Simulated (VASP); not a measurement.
# V (Im-3m) in VASP: a series of runs

Runs on V. Level: PBE. Tasks: single point, relaxation of cell and atoms.

Everything below comes from runs of VASP 6.6.1. Logs are shortened: lines on timing, memory, paths and dates and some standing lists are left out, and cuts for length are marked.

**1. The cell of the first run**

Symmetry: Im-3m, No. 229, cubic system. Conventional cell: a = 2.997 Å, b = 2.997 Å, c = 2.997 Å, α = 90.00°, β = 90.00°, γ = 90.00°. V (site symmetry m-3m) has 14 V at 2.60 to 3.00 Å within 3.4 Å.

**2. Single point, PBE**

Contents of INCAR:

```
SYSTEM = V
ALGO     = Normal         ! electronic algorithm
EDIFF    = 1E-7           ! SCF threshold, eV
ENCUT    = 520            ! plane-wave cutoff, eV
GGA      = PE             ! functional
ISIF     = 2              ! what is computed and relaxed
ISMEAR   = 1              ! smearing method
LASPH    = .TRUE.         ! aspherical terms in the spheres
LCHARG   = .FALSE.        ! write CHGCAR
LREAL    = .FALSE.        ! projectors in reciprocal space
LWAVE    = .FALSE.        ! write WAVECAR
NBANDS   = 12             ! bands
NELM     = 100            ! most SCF steps
PREC     = Accurate       ! precision mode
SIGMA    = 0.1            ! smearing width, eV
```

Contents of KPOINTS:

```
k-points
0
G
  20 20 20
  0 0 0
```

Contents of POSCAR:

```
V
1.0
   -1.4983746242      1.4983746242      1.4983746242
    1.4983746242     -1.4983746242      1.4983746242
    1.4983746242      1.4983746242     -1.4983746242
V
1
Direct
    0.0000000000      0.0000000000      0.0000000000
```

Potentials or basis: VASP PAW PBE potentials, release 64 (V_sv).

Launch:

```
$ cat potpaw_PBE.64/V_sv/POTCAR > POTCAR
$ mpirun -np 1 vasp_std > vasp.out
```

OUTCAR:

```text
SYSTEM = V
   EDIFF = 1E-7
   ENCUT = 520
   GGA = PE
   ISIF = 2
   ISMEAR = 1
   LASPH = .TRUE.
   LREAL = .FALSE.
   NELM = 100
   PREC = Accurate

 ion  position               nearest neighbor table
   1  0.000  0.000  0.000-

  LATTYP: Found a body centered cubic cell.
 ALAT       =     2.9967492484

  Lattice vectors:

 A1 = (  -1.4983746242,   1.4983746242,   1.4983746242)
 A2 = (   1.4983746242,  -1.4983746242,   1.4983746242)
 A3 = (   1.4983746242,   1.4983746242,  -1.4983746242)

Analysis of symmetry for initial positions (statically):
=====================================================================
 Subroutine PRICEL returns:
 Original cell was already a primitive cell.

 Routine SETGRP: Setting up the symmetry group for a
 body centered cubic supercell.

 Subroutine GETGRP returns: Found 48 space group operations
[... 9 lines left out ...]

 Routine SETGRP: Setting up the symmetry group for a
 body centered cubic supercell.

 Subroutine GETGRP returns: Found 48 space group operations
[... 11 lines left out ...]
                                     Primitive cell

  volume of cell :      13.4562

  direct lattice vectors                    reciprocal lattice vectors
    -1.498374624  1.498374624  1.498374624     0.000000000  0.333694920  0.333694920
     1.498374624 -1.498374624  1.498374624     0.333694920  0.000000000  0.333694920
     1.498374624  1.498374624 -1.498374624     0.333694920  0.333694920  0.000000000

  length of vectors
     2.595260978  2.595260978  2.595260978     0.471915881  0.471915881  0.471915881

  position of ions in fractional coordinates (direct lattice)
     0.000000000  0.000000000  0.000000000

  ion indices of the primitive-cell ions
   primitive index   ion index
                 1           1

----------------------------------------------------------------------------------------

 KPOINTS: k-points

Automatic generation of k-mesh.
 Grid dimensions read from file:
 generate k-points for:   20   20   20

 Generating k-lattice:

  Cartesian coordinates                     Fractional coordinates (reciprocal lattice)
     0.000000000  0.016684746  0.016684746     0.050000000  0.000000000  0.000000000
     0.016684746  0.000000000  0.016684746     0.000000000  0.050000000  0.000000000
     0.016684746  0.016684746  0.000000000     0.000000000  0.000000000  0.050000000

  Length of vectors
     0.023595794  0.023595794  0.023595794

  Shift w.r.t. Gamma in fractional coordinates (k-lattice)
     0.000000000  0.000000000  0.000000000

 Subroutine IBZKPT returns following result:
 ===========================================

 Found    256 irreducible k-points:

 Following reciprocal coordinates:
            Coordinates               Weight
  0.000000  0.000000  0.000000      1.000000
  0.050000  0.000000  0.000000     12.000000
  0.100000  0.000000  0.000000     12.000000
  0.150000  0.000000  0.000000     12.000000
  0.200000  0.000000  0.000000     12.000000
  0.250000  0.000000  0.000000     12.000000
[... 16 lines left out ...]
  0.200000  0.100000  0.000000     48.000000
  0.250000  0.100000  0.000000     48.000000
 [... further k-points ...]
   k-points           NKPTS =    256   k-points in BZ     NKDIM =    256   number of bands    NBANDS=     12
   number of dos      NEDOS =    301   number of ions     NIONS =      1
   total plane-waves  NPLWV =   8000
   dimension x,y,z NGX =    20 NGY =   20 NGZ =   20
   dimension x,y,z NGXF=    40 NGYF=   40 NGZF=   40
   ions per type =               1
   NGX,Y,Z   is equivalent  to a cutoff of  12.81, 12.81, 12.81 a.u.
   NGXF,Y,Z  is equivalent  to a cutoff of  25.62, 25.62, 25.62 a.u.
 SYSTEM =  V
   PREC   = accura    normal or accurate (medium, high low for compatibility)
   ISTART =      0    job   : 0-new  1-cont  2-samecut
   ICHARG =      2    charge: 1-file 2-atom 10-const
   ISPIN  =      1    spin polarized calculation?
   LNONCOLLINEAR =      F non collinear calculations
   LSORBIT =      F    spin-orbit coupling
   LASPH  =      T    aspherical Exc in radial PAW
   ENCUT  =  520.0 eV  38.22 Ry    6.18 a.u.   4.83  4.83  4.83*2*pi/ulx,y,z
   NELM   =    100;   NELMIN=  2; NELMDL= -5     # of ELM steps
   EDIFF  = 0.1E-06   stopping-criterion for ELM
   LREAL  =      F    real-space projection
   EDIFFG = 0.1E-05   stopping-criterion for IOM
   NSW    =      0    number of steps for IOM
   IBRION =     -1    ionic relax: 0-MD 1-quasi-New 2-CG
   NFREE  =      0    steps in history (QN), initial steepest desc. (CG)
   ISIF   =      2    stress and relaxation
   ISYM   =      2    0-nonsym 1-usesym 2-fastsym
   POTIM  = 0.5000    time-step for ionic-motion
   TEBEG  =    0.0;   TEEND  =   0.0 temperature during run
   PSTRESS=    0.0 pullay stress
   NELECT =      13.0000    total number of electrons
   NUPDOWN=      -1.0000    fix difference up-down
   EMIN   =  10.00;   EMAX   =-10.00  energy-range for DOS
   EFERMI =   0.00;   METHOD = LEGACY
   ISMEAR =     1;   SIGMA  =   0.10  broadening in eV -4-tet -1-fermi 0-gaus
   EFERMI_NEDOS =   21; number of points for ismear=-14 and -15
   IALGO  =     38    algorithm
   IMIX   =      4    mixing-type and parameters
     AMIX     =   0.40;   BMIX     =  1.00
     AMIX_MAG =   1.60;   BMIX_MAG =  1.00
  volume/ion in A,a.u.               =      13.46        90.81
  Fermi-wavevector in a.u.,A,eV,Ry     =   1.618386  3.058307 35.636031  2.619174
  Thomas-Fermi vector in A             =   2.712658
   LORBIT       =      0    0 simple, 1 ext, 2 COOP (PROOUT), +10 PAW based schemes
   GGA     = PE    functional components
   LHFCALC =     F    Hartree Fock is set to
   AEXX    =    0.0000 exact exchange contribution
   IVDW    =     0    specifies the selected vdW correction
   LEPSILON=     F    determine dielectric tensor
   LRPA    =     F    only Hartree local field effects (RPA)
 non-spin polarized calculation
 Methfessel and Paxton  Order N= 1 SIGMA  =   0.10
  energy-cutoff  :      520.00
  volume of cell :       13.46
 maximum number of plane-waves:       374
   NGX =  9   NGY =  9   NGZ =  9

 number of electron      12.9999990 magnetization

 Free energy of the ion-electron system (eV)
  ---------------------------------------------------
  ext. energy  EPLUGINS =         0.00000000
  ---------------------------------------------------
  free energy    TOTEN  =        -8.99233372 eV

  energy without entropy =       -8.99222028  energy(sigma->0) =       -8.99229591

 E-fermi :   9.7089     XC(G=0): -12.9108

 val. band max:        9.7085243026   @ k =   0.3000   0.0500   0.0500
 cond. band min:       9.7100030679   @ k =   0.3000   0.0500   0.0000
 fundamental gap:      0.0014787653
 Fermi energy:         9.7088614567

 k-point     1 :       0.0000    0.0000    0.0000
  band No.  band energies     occupation
      1     -54.0050      2.00000
      2     -27.3038      2.00000
      3     -27.3038      2.00000
      4     -27.3038      2.00000
      5       3.1307      2.00000
      6      10.1278     -0.00000
      7      10.1278     -0.00000
      8      10.1278     -0.00000
      9      12.1393      0.00000
     10      12.1393      0.00000
     11      30.2147      0.00000
     12      30.2147      0.00000

 k-point     2 :       0.0500    0.0000    0.0000
  band No.  band energies     occupation
      1     -54.0002      2.00000
      2     -27.3269      2.00000
      3     -27.3109      2.00000
      4     -27.3040      2.00000
      5       3.2322      2.00000
      6      10.0843     -0.00000
      7      10.1191     -0.00000
      8      10.1999     -0.00000
      9      12.0882      0.00000
     10      12.1420      0.00000
     11      30.0351      0.00000
     12      30.2025      0.00000

 k-point     3 :       0.1000    0.0000    0.0000
  band No.  band energies     occupation
      1     -53.9863      2.00000
      2     -27.3935      2.00000
      3     -27.3312      2.00000
      4     -27.3045      2.00000
      5       3.5300      2.00000
      6       9.9603     -0.00217
      7      10.0817     -0.00000
      8      10.4129     -0.00000
      9      11.9634      0.00000
     10      12.1514      0.00000
     11      29.4936      0.00000
     12      30.1016      0.00000

 k-point     4 :       0.1500    0.0000    0.0000
  band No.  band energies     occupation
      1     -53.9646      2.00000
      2     -27.4964      2.00000
      3     -27.3629      2.00000
      4     -27.3052      2.00000
      5       4.0027      2.00000
      6       9.7727      0.12668
      7       9.9898     -0.00052
      8      10.7557     -0.00000
      9      11.8372      0.00000
     10      12.1709      0.00000
     11      28.5854      0.00000
     12      29.7648      0.00000

 k-point     5 :       0.2000    0.0000    0.0000
  band No.  band energies     occupation
      1     -53.9371      2.00000
      2     -27.6245      2.00000
      3     -27.4024      2.00000
      4     -27.3061      2.00000
      5       4.6093      2.00000
      6       9.5454      2.04292
      7       9.8391     -0.06923
      8      11.2093     -0.00000
      9      11.7806      0.00000
     10      12.2038      0.00000
     11      27.3391      0.00000
     12      29.1275      0.00000

 k-point     6 :       0.2500    0.0000    0.0000
  band No.  band energies     occupation
      1     -53.9065      2.00000
      2     -27.7646      2.00000
      3     -27.4461      2.00000
      4     -27.3072      2.00000
      5       5.2779      2.00000
      6       9.3039      2.00000
      7       9.6962      1.21323
      8      11.7450      0.00000
      9      11.8130      0.00000
     10      12.2517      0.00000
     11      25.8487      0.00000
     12      28.3037      0.00000

 k-point     7 :       0.3000    0.0000    0.0000
  band No.  band energies     occupation
      1     -53.8758      2.00000
      2     -27.9028      2.00000
      3     -27.4895      2.00000
      4     -27.3083      2.00000
      5       5.8902      2.00000
      6       9.0725      2.00000
      7       9.6977      1.18692
      8      11.9056      0.00000
      9      12.3123      0.00000
     10      12.3229      0.00000
     11      24.2477      0.00000
     12      27.4556      0.00000

 k-point     8 :       0.3500    0.0000    0.0000
  band No.  band energies     occupation
      1     -53.8479      2.00000
      2     -28.0258      2.00000
      3     -27.5284      2.00000
      4     -27.3093      2.00000
      5       6.3073      2.00000
      6       8.8715      2.00000
      7       9.9804     -0.00084
      8      12.0170      0.00000
      9      12.3788      0.00000
     10      12.8893      0.00000
     11      22.6757      0.00000
     12      26.7007      0.00000
[... 166 lines left out ...]
 k-point    20 :       0.4500    0.0500    0.0000
  band No.  band energies     occupation
      1     -53.8065      2.00000
      2     -28.1927      2.00000
      3     -27.5901      2.00000
      4     -27.3196      2.00000
      5       6.6033      2.00000
      6       8.6052      2.00000
      7      11.0469     -0.00000
      8      12.1251      0.00000
      9      12.6218      0.00000
     10      13.9685      0.00000
     11      19.9874      0.00000
     12      25.5771      0.00000

 k-point    21 :       0.1000    0.1000    0.0000
  band No.  band energies     occupation
      1     -53.9523      2.00000
      2     -27.5518      2.00000
      3     -27.3624      2.00000
      4     -27.3258      2.00000
      5       4.2767      2.00000
      6       9.7421      0.47075
      7       9.8182     -0.06456
      8      11.0045     -0.00000
      9      11.7260      0.00000
     10      12.2370      0.00000
     11      28.3168      0.00000
     12      29.2573      0.00000

 k-point    22 :       0.1500    0.1000    0.0000
  band No.  band energies     occupation
      1     -53.9262      2.00000
      2     -27.6667      2.00000
      3     -27.4007      2.00000
      4     -27.3326      2.00000
      5       4.8686      2.00000
      6       9.5349      2.03370
      7       9.6392      1.91736
      8      11.4797     -0.00000
      9      11.6543     -0.00000
     10      12.3072      0.00000
     11      27.2956      0.00000
     12      28.4166      0.00000

 k-point    23 :       0.2000    0.1000    0.0000
  band No.  band energies     occupation
      1     -53.8971      2.00000
      2     -27.7904      2.00000
      3     -27.4490      2.00000
      4     -27.3360      2.00000
      5       5.5278      2.00000
      6       9.2925      2.00000
      7       9.4843      2.00667
      8      11.6669     -0.00000
      9      12.0433      0.00000
     10      12.3843      0.00000
     11      25.9118      0.00000
     12      27.5838      0.00000

 k-point    24 :       0.2500    0.1000    0.0000
  band No.  band energies     occupation
      1     -53.8678      2.00000
      2     -27.9117      2.00000
      3     -27.4991      2.00000
      4     -27.3384      2.00000
      5       6.1410      2.00000
      6       9.0646      2.00000
      7       9.4407      2.00099
      8      11.7631      0.00000
      9      12.4258      0.00000
     10      12.6869      0.00000
     11      24.3345      0.00000
     12      26.8212      0.00000

 [... further k-points ...]
[... 5 lines left out ...]
  --------------------------------------------------------------------------------------
  -------------------------------------------------------------------------------------
  Total        0.0190768      0.0190768      0.0190768      0.0000000      0.0000000      0.0000000
  in kB        2.2714120      2.2714120      2.2714120      0.0000000      0.0000000      0.0000000
  external PRESSURE =       2.2714120 kB  Pullay stress =       0.0000000 kB

 VOLUME and BASIS-vectors are now :
 -----------------------------------------------------------------------------
  energy-cutoff  :      520.00
  volume of cell :       13.46
      direct lattice vectors                 reciprocal lattice vectors
    -1.498374624  1.498374624  1.498374624     0.000000000  0.333694920  0.333694920
     1.498374624 -1.498374624  1.498374624     0.333694920  0.000000000  0.333694920
     1.498374624  1.498374624 -1.498374624     0.333694920  0.333694920  0.000000000

 POSITION                                       TOTAL-FORCE (eV/Angst)
 -----------------------------------------------------------------------------------
      0.00000      0.00000      0.00000         0.000000      0.000000     -0.000000
 -----------------------------------------------------------------------------------
    total drift:                                0.000000     -0.000000      0.000000

  FREE ENERGIE OF THE ION-ELECTRON SYSTEM (eV)
  ---------------------------------------------------
  free  energy   TOTEN  =        -8.9923337210 eV

  energy  without entropy=       -8.9922202846  energy(sigma->0) =       -8.99229591
```

Wall time 32 s (1 thread of AMD EPYC 7R43 (Zen 3), shared host); peak memory 0.12 GiB.

What came out:

```yaml
Free_energy: -8.9923 eV
Pressure: 0.2 GPa
```

Levels at points of the mesh, in eV from the Fermi level:
| k point | band 5 | band 6 | band 7 | band 8 | band 9 | band 10 |
| --- | --- | --- | --- | --- | --- | --- |
| (0.00, 0.00, 0.00) | -6.58 | 0.42 | 0.42 | 0.42 | 2.43 | 2.43 |
| (0.50, 0.00, 0.00) | -3.17 | -1.12 | 1.65 | 2.43 | 2.79 | 4.12 |
| (0.50, 0.50, 0.50) | -2.99 | -2.99 | 3.73 | 3.73 | 3.73 | 10.22 |

**3. Relaxation of cell and atoms, PBE**

This run uses another cell than the first one, of 13.50 Å³/atom, 1.003 times its volume.

Contents of INCAR:

```
ALGO = Fast ; EDIFF = 1E-7
EDIFFG = -0.005 ; ENCUT = 600
GGA = PE ; IBRION = 2
ISIF = 3 ; ISMEAR = 1
LASPH = T ; LCHARG = F
LREAL = F ; LWAVE = F
NELM = 80 ; NSW = 80
PREC = Accurate ; SIGMA = 0.1
```

Contents of KPOINTS:

```
k-points
0
Gamma
  20 20 20
```

Contents of POSCAR:

```
V
1.0
   -1.5000000000      1.5000000000      1.5000000000
    1.5000000000     -1.5000000000      1.5000000000
    1.5000000000      1.5000000000     -1.5000000000
V
1
Direct
    0.0000000000      0.0000000000      0.0000000000
```

Potentials or basis: VASP PAW PBE potentials, release 64 (V_sv).

Launch:

```
$ cat potpaw_PBE.64/V_sv/POTCAR > POTCAR
$ mpirun -np 1 vasp_std > vasp.out
```

It took 1.7 min on 1 thread of AMD EPYC 7R43 (Zen 3), shared host; peak memory 0.14 GiB.

It converged, with:

```yaml
Free_energy: -8.9923 eV
Relaxed_volume: 13.47 Å³/atom
Relaxed_cell: a = 2.596 Å, b = 2.596 Å, c = 2.596 Å, α = 109.47°, β = 109.47°, γ = 109.47°
Space_group_after_relaxing_to_0.05_Å: Im-3m (No. 229)
Energy_gained_by_relaxing: 0.0 meV/atom
Ionic_steps: 3
Pressure_after_relaxing: 0.0 GPa
```

Final structure:
```xyz
1
Lattice="-1.4988 1.4988 1.4988 1.4988 -1.4988 1.4988 1.4988 1.4988 -1.4988" Properties=species:S:1:pos:R:3 pbc="T T T"
V     0.0000    0.0000    0.0000
```

Levels at points of the mesh, in eV from the Fermi level:
| k point | band 5 | band 6 | band 7 | band 8 | band 9 | band 10 |
| --- | --- | --- | --- | --- | --- | --- |
| (0.00, 0.00, 0.00) | -6.58 | 0.42 | 0.42 | 0.42 | 2.43 | 2.43 |
| (0.50, 0.00, 0.00) | -3.16 | -1.12 | 1.65 | 2.43 | 2.79 | 4.12 |
| (0.50, 0.50, 0.50) | -2.98 | -2.98 | 3.73 | 3.73 | 3.73 | 10.22 |
